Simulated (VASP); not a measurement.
Be:

```
Be
1.0
     2.28530    0.00000    0.00000
    -1.14265    1.97913    0.00000
     0.00000    0.00000    3.58420
Be
2
Cartesian
  1.1427 0.6597 2.6882
  0.0000 1.3194 0.8961
```

Program: VASP 6.6.1. Alike in all runs: task single point; potentials or basis VASP PAW PBE potentials, release 64 (Be); cell as given; cutoff (eV) 520.

**Question.** Order these runs on this cell by their pressure, lowest first.
A. level PBEsol+D3(BJ); spin off; k mesh 13 × 13 × 8; smearing fermi-dirac 0.05 eV
B. level r2SCAN; spin off; k mesh 12 × 12 × 7; smearing gaussian 0.1 eV
C. level PBE+D4; spin collinear; fixed moment (μB) 1.0; k mesh 13 × 13 × 8; smearing fermi-dirac 0.1 eV
D. level RPBE; spin off; k mesh 13 × 13 × 8; smearing gaussian 0.02 eV

**Answer.** A (-8.8 GPa), B (-2.8 GPa), D (0.2 GPa), C (8.1 GPa).

Caveats: the PAW data sets were made with another functional, which shifts forces and pressure a little (some runs); three body term missing (some runs); pairwise dispersion overbinds metals, which lowers pressure and volume (some runs); the total moment is fixed, so each spin has its own Fermi level (some runs).
